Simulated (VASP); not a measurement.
In: single point with PBE

The system is In, a slab with vacuum.

```
CELL_PARAMETERS angstrom
3.37774 0.00000 0.00000
0.24623 3.36876 0.00000
0.00000 0.00000 29.19889
ATOMIC_POSITIONS crystal
In 0.50000 0.50000 0.34248
In 0.00000 0.00000 0.42124
In 0.50000 0.50000 0.50328
In 0.00000 0.00000 0.58564
In 0.50000 0.50000 0.66754
```

| Item | Value |
| --- | --- |
| Program | VASP 6.6.1 |
| Task | single point |
| Functional | PBE |
| Potentials or basis | VASP PAW PBE potentials, release 64 (In_d) |
| Cutoff | 400 eV |
| k mesh | 21 × 21 × 1 |
| Occupations | gaussian, width 0.1 eV |
| Spin | no spin polarisation |
| Dipole correction | yes |
| Further INCAR settings | ALGO = Normal; EDIFF = 1e-06; NBANDS = 40; NELMDL = -8 |

The largest force is 0.154 eV/Å and the band gap on the k mesh is zero (an odd number of electrons rules out a gap without spin polarisation).

Forces on the atoms (eV/Å):
```
In   0.000  0.000 -0.154
In   0.000  0.000  0.117
In   0.000  0.000  0.009
In   0.000  0.000  0.005
In   0.000  0.000  0.023
```

Levels at points of the mesh, in eV from the Fermi level:
| k point | band 29 | band 30 | band 31 | band 32 | band 33 | band 34 | band 35 | band 36 | band 37 | band 38 |
| --- | --- | --- | --- | --- | --- | --- | --- | --- | --- | --- |
| (0.00, 0.00, 0.00) | -5.54 | -3.62 | -1.38 | 0.94 | 2.92 | 3.64 | 4.10 | 4.27 | 4.35 | 4.50 |

Run time: 56 min on 1 thread of AMD EPYC 7R13 (shared host), peak memory 0.86 GiB.

Caveat: spin-orbit coupling is left out, which moves the levels of the heavy elements.
